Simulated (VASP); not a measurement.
# Pb (Fm-3m) in VASP: notebook

Pb is run at these levels: LDA; tasks: single point.

All numbers are computed with VASP 6.6.1; they aren't measurements. Logs are shortened: lines on timing, memory, paths and dates and some standing lists are left out, and cuts for length are marked.

**1. The cell of the first run**

Symmetry: Fm-3m, No. 225, cubic system. Conventional cell: a = 4.291 Å, b = 4.291 Å, c = 4.291 Å, α = 90.00°, β = 90.00°, γ = 90.00°. Pb (site symmetry m-3m) has 12 Pb at 3.03 Å within 4.0 Å.

**2. Single point, LDA (volume scaled by 0.68)**

The input, INCAR:

```
PREC = Accurate
ENCUT = 520
EDIFF = 1E-6
ISMEAR = -1
SIGMA = 0.05
LREAL = False
LASPH = True
NELM = 100
ALGO = Normal
ISIF = 2
LWAVE = False
LCHARG = False
GGA = CA
NBANDS = 13
```

The input, KPOINTS:

```
Automatic mesh
0
Gamma
  15 15 15
```

The input, POSCAR:

```
Pb
1.0
    0.0000000000      2.1454641812      2.1454641812
    2.1454641812      0.0000000000      2.1454641812
    2.1454641812      2.1454641812      0.0000000000
Pb
1
Direct
    0.0000000000      0.0000000000      0.0000000000
```

Potentials or basis: VASP PAW LDA potentials, release 64 (Pb_d).

The run is started by

```console
$ cat potpaw_LDA.64/Pb_d/POTCAR > POTCAR
$ mpirun -np 1 vasp_std > vasp.out
```

OUTCAR:

```text
PREC = Accurate
   ENCUT = 520
   EDIFF = 1E-6
   ISMEAR = -1
   LREAL = False
   LASPH = True
   NELM = 100
   ISIF = 2
   GGA = CA

 ion  position               nearest neighbor table
   1  0.000  0.000  0.000-

  LATTYP: Found a face centered cubic cell.
 ALAT       =     4.2909283624

  Lattice vectors:

 A1 = (   0.0000000000,   2.1454641812,   2.1454641812)
 A2 = (   2.1454641812,   0.0000000000,   2.1454641812)
 A3 = (   2.1454641812,   2.1454641812,   0.0000000000)

Analysis of symmetry for initial positions (statically):
=====================================================================
 Subroutine PRICEL returns:
 Original cell was already a primitive cell.

 Routine SETGRP: Setting up the symmetry group for a
 face centered cubic supercell.

 Subroutine GETGRP returns: Found 48 space group operations
 (whereof 48 operations were pure point group operations)
 out of a pool of 48 trial point group operations.

The static configuration has the point symmetry O_h .

Analysis of symmetry for dynamics (positions and initial velocities):
=====================================================================
 Subroutine PRICEL returns:
 Original cell was already a primitive cell.

 Routine SETGRP: Setting up the symmetry group for a
 face centered cubic supercell.

 Subroutine GETGRP returns: Found 48 space group operations
 (whereof 48 operations were pure point group operations)
 out of a pool of 48 trial point group operations.

The dynamic configuration has the point symmetry O_h .

 Subroutine INISYM returns: Found 48 space group operations
 (whereof 48 operations are pure point group operations),
 and found     1 'primitive' translations

----------------------------------------------------------------------------------------

                                     Primitive cell

  volume of cell :      19.7512

  direct lattice vectors                    reciprocal lattice vectors
     0.000000000  2.145464181  2.145464181    -0.233049801  0.233049801  0.233049801
     2.145464181  0.000000000  2.145464181     0.233049801 -0.233049801  0.233049801
     2.145464181  2.145464181  0.000000000     0.233049801  0.233049801 -0.233049801

  length of vectors
     3.034144543  3.034144543  3.034144543     0.403654096  0.403654096  0.403654096

  position of ions in fractional coordinates (direct lattice)
     0.000000000  0.000000000  0.000000000

  ion indices of the primitive-cell ions
   primitive index   ion index
                 1           1

----------------------------------------------------------------------------------------

 KPOINTS: Automatic mesh

Automatic generation of k-mesh.
 Grid dimensions read from file:
 generate k-points for:   15   15   15

 Generating k-lattice:

  Cartesian coordinates                     Fractional coordinates (reciprocal lattice)
    -0.015536653  0.015536653  0.015536653     0.066666667  0.000000000  0.000000000
     0.015536653 -0.015536653  0.015536653     0.000000000  0.066666667  0.000000000
     0.015536653  0.015536653 -0.015536653     0.000000000  0.000000000  0.066666667

  Length of vectors
     0.026910273  0.026910273  0.026910273

  Shift w.r.t. Gamma in fractional coordinates (k-lattice)
     0.000000000  0.000000000  0.000000000

 Subroutine IBZKPT returns following result:
 ===========================================

 Found    120 irreducible k-points:

 Following reciprocal coordinates:
            Coordinates               Weight
  0.000000  0.000000  0.000000      1.000000
  0.066667  0.000000  0.000000      8.000000
  0.133333  0.000000  0.000000      8.000000
  0.200000  0.000000  0.000000      8.000000
  0.266667  0.000000  0.000000      8.000000
  0.333333  0.000000  0.000000      8.000000
[... 16 lines left out ...]
  0.133333  0.133333  0.000000      6.000000
  0.200000  0.133333  0.000000     24.000000
 [... further k-points ...]
   k-points           NKPTS =    120   k-points in BZ     NKDIM =    120   number of bands    NBANDS=     13
   number of dos      NEDOS =    301   number of ions     NIONS =      1
   total plane-waves  NPLWV =  13824
   dimension x,y,z NGX =    24 NGY =   24 NGZ =   24
   dimension x,y,z NGXF=    48 NGYF=   48 NGZF=   48
   ions per type =               1
   NGX,Y,Z   is equivalent  to a cutoff of  13.15, 13.15, 13.15 a.u.
   NGXF,Y,Z  is equivalent  to a cutoff of  26.30, 26.30, 26.30 a.u.
 SYSTEM =  unknown system
   PREC   = accura    normal or accurate (medium, high low for compatibility)
   ISTART =      0    job   : 0-new  1-cont  2-samecut
   ICHARG =      2    charge: 1-file 2-atom 10-const
   ISPIN  =      1    spin polarized calculation?
   LNONCOLLINEAR =      F non collinear calculations
   LSORBIT =      F    spin-orbit coupling
   LASPH  =      T    aspherical Exc in radial PAW
   ENCUT  =  520.0 eV  38.22 Ry    6.18 a.u.   5.64  5.64  5.64*2*pi/ulx,y,z
   NELM   =    100;   NELMIN=  2; NELMDL= -5     # of ELM steps
   EDIFF  = 0.1E-05   stopping-criterion for ELM
   LREAL  =      F    real-space projection
   EDIFFG = 0.1E-04   stopping-criterion for IOM
   NSW    =      0    number of steps for IOM
   IBRION =     -1    ionic relax: 0-MD 1-quasi-New 2-CG
   NFREE  =      0    steps in history (QN), initial steepest desc. (CG)
   ISIF   =      2    stress and relaxation
   ISYM   =      2    0-nonsym 1-usesym 2-fastsym
   POTIM  = 0.5000    time-step for ionic-motion
   TEBEG  =    0.0;   TEEND  =   0.0 temperature during run
   PSTRESS=    0.0 pullay stress
   NELECT =      14.0000    total number of electrons
   NUPDOWN=      -1.0000    fix difference up-down
   EMIN   =  10.00;   EMAX   =-10.00  energy-range for DOS
   EFERMI =   0.00;   METHOD = LEGACY
   ISMEAR =    -1;   SIGMA  =   0.05  broadening in eV -4-tet -1-fermi 0-gaus
   EFERMI_NEDOS =   21; number of points for ismear=-14 and -15
   IALGO  =     38    algorithm
   IMIX   =      4    mixing-type and parameters
     AMIX     =   0.40;   BMIX     =  1.00
     AMIX_MAG =   1.60;   BMIX_MAG =  1.00
  volume/ion in A,a.u.               =      19.75       133.29
  Fermi-wavevector in a.u.,A,eV,Ry     =   1.459664  2.758365 28.988833  2.130619
  Thomas-Fermi vector in A             =   2.576205
   LORBIT       =      0    0 simple, 1 ext, 2 COOP (PROOUT), +10 PAW based schemes
   GGA     = CA    functional components
   LHFCALC =     F    Hartree Fock is set to
   AEXX    =    0.0000 exact exchange contribution
   IVDW    =     0    specifies the selected vdW correction
   LEPSILON=     F    determine dielectric tensor
   LRPA    =     F    only Hartree local field effects (RPA)
 non-spin polarized calculation
  energy-cutoff  :      520.00
  volume of cell :       19.75
 maximum number of plane-waves:       544
   NGX = 11   NGY = 11   NGZ = 11

 number of electron      14.0000001 magnetization

 Free energy of the ion-electron system (eV)
  ---------------------------------------------------
  ext. energy  EPLUGINS =         0.00000000
  ---------------------------------------------------
  free energy    TOTEN  =        -3.20346815 eV

  energy without entropy =       -3.20009059  energy(sigma->0) =       -3.20177937

 E-fermi :  13.3981     XC(G=0): -12.6767

 val. band max:       13.3757553871   @ k =  -0.4667   0.4000   0.0000
 cond. band min:      13.4131398304   @ k =   0.3333   0.1333   0.0000
 fundamental gap:      0.0373844432
 Fermi energy:        13.3981031893

 k-point     1 :       0.0000    0.0000    0.0000
  band No.  band energies     occupation
      1      -4.7494      2.00000
      2      -4.7494      2.00000
      3      -4.7494      2.00000
      4      -4.2659      2.00000
      5      -4.2659      2.00000
      6      -2.5229      2.00000
      7      22.6002      0.00000
      8      23.8653      0.00000
      9      23.8653      0.00000
     10      23.8653      0.00000
     11      29.4626      0.00000
     12      29.4626      0.00000
     13      29.4646      0.00000

 k-point     2 :       0.0667    0.0000    0.0000
  band No.  band energies     occupation
      1      -4.7559      2.00000
      2      -4.7289      2.00000
      3      -4.7289      2.00000
      4      -4.2695      2.00000
      5      -4.2695      2.00000
      6      -2.3935      2.00000
      7      22.1693      0.00000
      8      22.9577      0.00000
      9      23.7872      0.00000
     10      23.7872      0.00000
     11      28.9656      0.00000
     12      29.4069      0.00000
     13      29.4069      0.00000

 k-point     3 :       0.1333    0.0000    0.0000
  band No.  band energies     occupation
      1      -4.7829      2.00000
      2      -4.6797      2.00000
      3      -4.6797      2.00000
      4      -4.2697      2.00000
      5      -4.2697      2.00000
      6      -1.9948      2.00000
      7      19.6593      0.00000
      8      22.9608      0.00000
      9      23.5405      0.00000
     10      23.5405      0.00000
     11      28.0370      0.00000
     12      29.0560      0.00000
     13      29.0560      0.00000
[... 305 lines left out ...]
 k-point    23 :       0.1333    0.1333    0.0000
  band No.  band energies     occupation
      1      -4.8535      2.00000
      2      -4.6004      2.00000
      3      -4.6004      2.00000
      4      -4.3911      2.00000
      5      -4.2020      2.00000
      6      -1.8211      2.00000
      7      21.5806      0.00000
      8      21.5806      0.00000
      9      21.9179      0.00000
     10      22.3310      0.00000
     11      25.8620      0.00000
     12      30.0098      0.00000
     13      30.0098      0.00000

 k-point    24 :       0.2000    0.1333    0.0000
  band No.  band energies     occupation
      1      -4.8933      2.00000
      2      -4.5456      2.00000
      3      -4.5316      2.00000
      4      -4.4416      2.00000
      5      -4.1620      2.00000
      6      -1.3231      2.00000
      7      18.9857      0.00000
      8      20.7857      0.00000
      9      21.8100      0.00000
     10      23.2240      0.00000
     11      24.3831      0.00000
     12      30.0322      0.00000
     13      30.2693      0.00000

 [... further k-points ...]

------------------------ aborting loop because EDIFF is reached ----------------------------------------

  FORCE on cell =-STRESS in cart. coord.  units (eV):
  Direction    XX          YY          ZZ          XY          YZ          ZX
  --------------------------------------------------------------------------------------
  -------------------------------------------------------------------------------------
  Total        6.4905062      6.4905062      6.4905062      0.0000000     -0.0000000      0.0000000
  in kB      526.4963335    526.4963335    526.4963335      0.0000000     -0.0000000      0.0000000
  external PRESSURE =     526.4963335 kB  Pullay stress =       0.0000000 kB

 VOLUME and BASIS-vectors are now :
 -----------------------------------------------------------------------------
  energy-cutoff  :      520.00
  volume of cell :       19.75
      direct lattice vectors                 reciprocal lattice vectors
     0.000000000  2.145464181  2.145464181    -0.233049801  0.233049801  0.233049801
     2.145464181  0.000000000  2.145464181     0.233049801 -0.233049801  0.233049801
     2.145464181  2.145464181  0.000000000     0.233049801  0.233049801 -0.233049801

 POSITION                                       TOTAL-FORCE (eV/Angst)
 -----------------------------------------------------------------------------------
      0.00000      0.00000      0.00000        -0.000000      0.000000     -0.000000
 -----------------------------------------------------------------------------------
    total drift:                               -0.000000      0.000000     -0.000000

  FREE ENERGIE OF THE ION-ELECTRON SYSTEM (eV)
  ---------------------------------------------------
  free  energy   TOTEN  =        -3.2034681544 eV

  energy  without entropy=       -3.2000905917  energy(sigma->0) =       -3.20177937
```

It used 18 s of CPU time on 1 thread of AMD EPYC 7R13 Processor (Zen 3), with other jobs on the host.

What came out:

```
Free energy            : -3.2035 eV
Pressure               : 52.6 GPa
Band gap on the k mesh : zero (band 7 reaches 22.60 eV, above the bottom of band 8 at 10.57 eV)
```

Caveat: spin-orbit coupling is left out, which moves the levels of the heavy elements.

**3. Single point, LDA (volume scaled by 0.78)**

The input, INCAR:

```
SYSTEM = Pb
PREC = Accurate ; ENCUT = 520
EDIFF = 1E-6 ; ISMEAR = -1
SIGMA = 0.05 ; LREAL = .False.
LASPH = .True. ; NELM = 60
ALGO = Normal ; ISIF = 2
LWAVE = .False. ; LCHARG = .False.
NBANDS = 13
```

The input, KPOINTS:

```
Automatic mesh
0
Gamma
  15 15 15
  0 0 0
```

The input, POSCAR:

```
Pb
1.0
    0.0000000000      2.2458625071      2.2458625071
    2.2458625071      0.0000000000      2.2458625071
    2.2458625071      2.2458625071      0.0000000000
Pb
1
Direct
    0.0000000000      0.0000000000      0.0000000000
```

Potentials or basis: VASP PAW LDA potentials, release 64 (Pb_d).

The run is started by

```console
$ cat potpaw_LDA.64/Pb_d/POTCAR > POTCAR
$ mpirun -np 1 vasp_std > vasp.out
```

Wall time 24 s (1 thread of AMD EPYC 7R13 (Zen 3), shared host); peak memory 0.12 GiB.

The run converged. Its results:

| Property | Result |
| --- | --- |
| Free energy | -3.8740 eV |
| Pressure | 24.2 GPa |
| Band gap on the k mesh | zero (band 7 reaches 20.58 eV, above the bottom of band 8 at 8.63 eV) |

Levels at points of the mesh, in eV from the Fermi level:
| k point | band 3 | band 4 | band 5 | band 6 | band 7 | band 8 | band 9 | band 10 | band 11 | band 12 |
| --- | --- | --- | --- | --- | --- | --- | --- | --- | --- | --- |
| (0.00, 0.00, 0.00) | -17.70 | -17.36 | -17.36 | -14.42 | 9.49 | 9.49 | 9.49 | 9.50 | 14.72 | 14.72 |

Caveat: spin-orbit coupling is left out, which moves the levels of the heavy elements.

(Continued in part 2 of 2.)
